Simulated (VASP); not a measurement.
# SrO (I4mm) in VASP: single point with LDA

Aim: the single point of SrO with LDA.

Everything below comes from runs of VASP 6.6.1. Logs are shortened: lines on timing, memory, paths and dates and some standing lists are left out, and cuts for length are marked.

### 1 The cell of the first run

The structure is tetragonal, space group I4mm (No. 107). Conventional cell: a = 3.671 Å, b = 3.671 Å, c = 5.191 Å, α = 90.00°, β = 90.00°, γ = 90.00°. Within 3.2 Å of Sr (site symmetry 4mm) lie 6 O at 2.43 to 2.76 Å. O (site symmetry 4mm) has 6 Sr at 2.43 to 2.76 Å within 3.2 Å.

### 2 Single point, LDA (atoms displaced along a vibrational mode, the cell strained)

The input, INCAR:

```
SYSTEM = SrO
ALGO = Normal ; EDIFF = 1E-6
ENCUT = 520 ; GGA = CA
ISIF = 2 ; ISMEAR = 0
LASPH = .True. ; LCHARG = .False.
LREAL = .False. ; LWAVE = .False.
NBANDS = 24 ; NELM = 60
PREC = Accurate ; SIGMA = 0.05
```

The input, KPOINTS:

```
k-points
0
Gamma
  9 9 8
  0 0 0
```

The input, POSCAR:

```
SrO
1.0
    0.0000000000     -2.5954896281     -2.5954896281
   -2.5954896281      0.0000000000     -2.5954896281
    2.5954896281      2.5954896281     -5.1909792562
Sr O
2 2
Direct
   -0.0024517324     -0.0024517324     -0.0024517324
    0.4975482676      0.4975482676      0.4975482676
    0.7634271390      0.7634271390      0.7634271390
    0.2634271390      0.2634271390      0.2634271390
```

Potentials or basis: VASP PAW LDA potentials, release 64 (Sr_sv, O).

Command:

```
$ cat potpaw_LDA.64/Sr_sv/POTCAR potpaw_LDA.64/O/POTCAR > POTCAR
$ mpirun -np 1 vasp_std > vasp.out
```

OUTCAR:

```text
SYSTEM = SrO
   EDIFF = 1E-6
   ENCUT = 520
   GGA = CA
   ISIF = 2
   ISMEAR = 0
   LASPH = .True.
   LREAL = .False.
   NELM = 60
   PREC = Accurate

 ion  position               nearest neighbor table
   1  0.998  0.998  0.998-   3 2.43   3 2.60   3 2.60   4 2.60   4 2.60   4 2.76   2 3.67   2 3.67
                             2 3.67   2 3.67   2 3.67   2 3.67
   2  0.498  0.498  0.498-   4 2.43   4 2.60   4 2.60   3 2.60   3 2.60   3 2.76   1 3.67   1 3.67
                             1 3.67   1 3.67   1 3.67   1 3.67
   3  0.763  0.763  0.763-   1 2.43   2 2.60   2 2.60   1 2.60   1 2.60   2 2.76
   4  0.263  0.263  0.263-   2 2.43   1 2.60   1 2.60   2 2.60   2 2.60   1 2.76

  LATTYP: Found a trigonal (rhomboedric) cell.
 ALAT       =     6.3576252215
 COS(alpha) =     0.8333333333

  Lattice vectors:

 A1 = (   2.5954896281,   5.1909792562,  -2.5954896281)
 A2 = (   5.1909792562,   2.5954896281,  -2.5954896281)
 A3 = (   2.5954896281,   2.5954896281,  -5.1909792562)

Analysis of symmetry for initial positions (statically):
=====================================================================
 Subroutine PRICEL returns following result:

  LATTYP: Found a face centered cubic cell.
 ALAT       =     5.1909792562

  Lattice vectors:

 A1 = (   0.0000000000,  -2.5954896281,   2.5954896281)
 A2 = (   2.5954896281,  -2.5954896281,   0.0000000000)
 A3 = (   2.5954896281,   0.0000000000,   2.5954896281)

   2 primitive cells build up your supercell.

 Routine SETGRP: Setting up the symmetry group for a
 trigonal (rhombohedral) supercell.

 Subroutine GETGRP returns: Found  2 space group operations
 (whereof  2 operations were pure point group operations)
 out of a pool of 12 trial point group operations.

The static configuration has the point symmetry C_1h.

Analysis of symmetry for dynamics (positions and initial velocities):
=====================================================================
 Subroutine PRICEL returns following result:

  LATTYP: Found a face centered cubic cell.
 ALAT       =     5.1909792562

  Lattice vectors:

 A1 = (   0.0000000000,  -2.5954896281,   2.5954896281)
 A2 = (   2.5954896281,  -2.5954896281,   0.0000000000)
 A3 = (   2.5954896281,   0.0000000000,   2.5954896281)

   2 primitive cells build up your supercell.

 Routine SETGRP: Setting up the symmetry group for a
 trigonal (rhombohedral) supercell.

 Subroutine GETGRP returns: Found  2 space group operations
 (whereof  2 operations were pure point group operations)
 out of a pool of 12 trial point group operations.

The dynamic configuration has the point symmetry C_1h.

 Subroutine INISYM returns: Found  2 space group operations
 (whereof  2 operations are pure point group operations),
 and found     2 'primitive' translations

----------------------------------------------------------------------------------------

                                     Primitive cell

  volume of cell :      34.9694

  direct lattice vectors                    reciprocal lattice vectors
     0.000000000 -2.595489628  2.595489628    -0.192641879 -0.192641879  0.192641879
     2.595489628 -2.595489628  0.000000000     0.192641879 -0.192641879 -0.192641879
     2.595489628  0.000000000  2.595489628     0.192641879  0.192641879  0.192641879

  length of vectors
     3.670576633  3.670576633  3.670576633     0.333665523  0.333665523  0.333665523

  position of ions in fractional coordinates (direct lattice)
     0.004903465  0.995096535  0.004903465
     0.473145722  0.526854278  0.473145722

  ion indices of the primitive-cell ions
   primitive index   ion index
                 1           1
                 2           3

----------------------------------------------------------------------------------------

 KPOINTS: k-points

Automatic generation of k-mesh.
 Grid dimensions read from file:
 generate k-points for:    9    9    8

 Generating k-lattice:

  Cartesian coordinates                     Fractional coordinates (reciprocal lattice)
     0.010702327 -0.032106980 -0.010702327     0.111111111  0.000000000  0.000000000
    -0.032106980  0.010702327 -0.010702327     0.000000000  0.111111111  0.000000000
     0.012040117  0.012040117 -0.012040117     0.000000000  0.000000000  0.125000000

  Length of vectors
     0.035495602  0.035495602  0.020854095

  Shift w.r.t. Gamma in fractional coordinates (k-lattice)
     0.000000000  0.000000000  0.000000000

 -----------------------------------------------------------------------------
|                                                                             |
|           W    W    AA    RRRRR   N    N  II  N    N   GGGG   !!!           |
|           W    W   A  A   R    R  NN   N  II  NN   N  G    G  !!!           |
|           W    W  A    A  R    R  N N  N  II  N N  N  G       !!!           |
|           W WW W  AAAAAA  RRRRR   N  N N  II  N  N N  G  GGG   !            |
|           WW  WW  A    A  R   R   N   NN  II  N   NN  G    G                |
|           W    W  A    A  R    R  N    N  II  N    N   GGGG   !!!           |
|                                                                             |
|     Your reciprocal lattice and k-lattice belong to different lattice       |
|     classes:                                                                |
|                                                                             |
|        The reciprocal lattice is rhombohedral (trigonal),                   |
|        whereas your k-lattice is base-centered monoclinic.                  |
|                                                                             |
|     Results are often still useful ...                                      |
|                                                                             |
 -----------------------------------------------------------------------------

 WARNING: IBZKPT: internal override: KBLOWUP is changed to .FALSE.
      ... skipping the blow-up phase ...

 Subroutine IBZKPT returns following result:
 ===========================================

 Found    185 irreducible k-points:

 Following reciprocal coordinates:
            Coordinates               Weight
  0.000000  0.000000  0.000000      1.000000
  0.111111  0.000000 -0.000000      4.000000
  0.222222  0.000000 -0.000000      4.000000
  0.333333  0.000000  0.000000      4.000000
  0.444444  0.000000 -0.000000      4.000000
  0.111111  0.111111 -0.000000      2.000000
[... 16 lines left out ...]
 -0.333333  0.333333  0.000000      2.000000
  0.444444  0.444444  0.000000      2.000000
 [... further k-points ...]
   k-points           NKPTS =    185   k-points in BZ     NKDIM =    185   number of bands    NBANDS=     24
   number of dos      NEDOS =    301   number of ions     NIONS =      4
   total plane-waves  NPLWV =  37632
   dimension x,y,z NGX =    28 NGY =   28 NGZ =   48
   dimension x,y,z NGXF=    56 NGYF=   56 NGZF=   96
   ions per type =               2   2
   NGX,Y,Z   is equivalent  to a cutoff of  12.68, 12.68, 12.55 a.u.
   NGXF,Y,Z  is equivalent  to a cutoff of  25.36, 25.36, 25.10 a.u.
 SYSTEM =  SrO
   PREC   = accura    normal or accurate (medium, high low for compatibility)
   ISTART =      0    job   : 0-new  1-cont  2-samecut
   ICHARG =      2    charge: 1-file 2-atom 10-const
   ISPIN  =      1    spin polarized calculation?
   LNONCOLLINEAR =      F non collinear calculations
   LSORBIT =      F    spin-orbit coupling
   LASPH  =      T    aspherical Exc in radial PAW
   ENCUT  =  520.0 eV  38.22 Ry    6.18 a.u.   6.82  6.82 11.82*2*pi/ulx,y,z
   NELM   =     60;   NELMIN=  2; NELMDL= -5     # of ELM steps
   EDIFF  = 0.1E-05   stopping-criterion for ELM
   LREAL  =      F    real-space projection
   EDIFFG = 0.1E-04   stopping-criterion for IOM
   NSW    =      0    number of steps for IOM
   IBRION =     -1    ionic relax: 0-MD 1-quasi-New 2-CG
   NFREE  =      0    steps in history (QN), initial steepest desc. (CG)
   ISIF   =      2    stress and relaxation
   ISYM   =      2    0-nonsym 1-usesym 2-fastsym
   POTIM  = 0.5000    time-step for ionic-motion
   TEBEG  =    0.0;   TEEND  =   0.0 temperature during run
   PSTRESS=    0.0 pullay stress
   NELECT =      32.0000    total number of electrons
   NUPDOWN=      -1.0000    fix difference up-down
   EMIN   =  10.00;   EMAX   =-10.00  energy-range for DOS
   EFERMI =   0.00;   METHOD = LEGACY
   ISMEAR =     0;   SIGMA  =   0.05  broadening in eV -4-tet -1-fermi 0-gaus
   EFERMI_NEDOS =   21; number of points for ismear=-14 and -15
   IALGO  =     38    algorithm
   IMIX   =      4    mixing-type and parameters
     AMIX     =   0.40;   BMIX     =  1.00
     AMIX_MAG =   1.60;   BMIX_MAG =  1.00
  volume/ion in A,a.u.               =      17.48       117.99
  Fermi-wavevector in a.u.,A,eV,Ry     =   1.261495  2.383880 21.651898  1.591370
  Thomas-Fermi vector in A             =   2.394951
   LORBIT       =      0    0 simple, 1 ext, 2 COOP (PROOUT), +10 PAW based schemes
   GGA     = CA    functional components
   LHFCALC =     F    Hartree Fock is set to
   AEXX    =    0.0000 exact exchange contribution
   IVDW    =     0    specifies the selected vdW correction
   LEPSILON=     F    determine dielectric tensor
   LRPA    =     F    only Hartree local field effects (RPA)
 non-spin polarized calculation
 Gauss-broadening in eV      SIGMA  =   0.05
  energy-cutoff  :      520.00
  volume of cell :       69.94
 maximum number of plane-waves:      1901
   NGX = 13   NGY = 13   NGZ = 23

 number of electron      31.9999999 magnetization

 Free energy of the ion-electron system (eV)
  ---------------------------------------------------
  ext. energy  EPLUGINS =         0.00000000
  ---------------------------------------------------
  free energy    TOTEN  =       -26.64132715 eV

  energy without entropy =      -26.64132715  energy(sigma->0) =      -26.64132715

 E-fermi :   1.3937     XC(G=0): -10.3882

 val. band max:        1.1462759967   @ k =   0.0000   0.0000   0.0000
 cond. band min:       4.3943815577   @ k =  -0.4444  -0.4444   0.1250
 fundamental gap:      3.2481055610
 Fermi energy:         1.3936970375

 k-point     1 :       0.0000    0.0000    0.0000
  band No.  band energies     occupation
      1     -30.9575      2.00000
      2     -30.8285      2.00000
      3     -15.1369      2.00000
      4     -13.6194      2.00000
      5     -12.8058      2.00000
      6     -12.7966      2.00000
[... 637 lines left out ...]
     23      10.6808      0.00000
     24      11.2528      0.00000

 [... further k-points ...]

------------------------ aborting loop because EDIFF is reached ----------------------------------------

  FORCE on cell =-STRESS in cart. coord.  units (eV):
  Direction    XX          YY          ZZ          XY          YZ          ZX
  --------------------------------------------------------------------------------------
  -------------------------------------------------------------------------------------
  Total       -2.6899771     -2.6899771     -1.5127086     -0.0000644     -0.0001345     -0.0001345
  in kB      -61.6227790    -61.6227790    -34.6535690     -0.0014746     -0.0030802     -0.0030802
  external PRESSURE =     -52.6330423 kB  Pullay stress =       0.0000000 kB

 VOLUME and BASIS-vectors are now :
 -----------------------------------------------------------------------------
  energy-cutoff  :      520.00
  volume of cell :       69.94
      direct lattice vectors                 reciprocal lattice vectors
     0.000000000 -2.595489628 -2.595489628     0.096320940 -0.288962819 -0.096320940
    -2.595489628  0.000000000 -2.595489628    -0.288962819  0.096320940 -0.096320940
     2.595489628  2.595489628 -5.190979256     0.096320940  0.096320940 -0.096320940

 POSITION                                       TOTAL-FORCE (eV/Angst)
 -----------------------------------------------------------------------------------
      0.00000      0.00000    -10.35650        -0.000059     -0.000059     -0.333198
      0.00000      0.00000     -5.16553        -0.000059     -0.000059     -0.333198
      0.00000      0.00000     -7.92587         0.000059      0.000059      0.333198
      0.00000      0.00000     -2.73489         0.000059      0.000059      0.333198
 -----------------------------------------------------------------------------------
    total drift:                                0.000204      0.000204     -0.000193

  FREE ENERGIE OF THE ION-ELECTRON SYSTEM (eV)
  ---------------------------------------------------
  free  energy   TOTEN  =       -26.6413271530 eV

  energy  without entropy=      -26.6413271530  energy(sigma->0) =      -26.64132715
```

Run time: 8.9 min. Hardware: 1 thread of Intel Xeon 8259CL, shared host; peak memory 0.36 GiB.

What came out:

```
Free energy            : -26.6413 eV
Pressure               : -5.3 GPa
Largest force          : 0.333 eV/Å
Band gap on the k mesh : 3.25 eV
```

Forces on the atoms (eV/Å):
```
Sr   0.000  0.000 -0.333
Sr   0.000  0.000 -0.333
O    0.000  0.000  0.333
O    0.000  0.000  0.333
```

Caveat: the cell differs from its parent crystal (atoms displaced along a vibrational mode, the cell strained); the cell stands under tension.
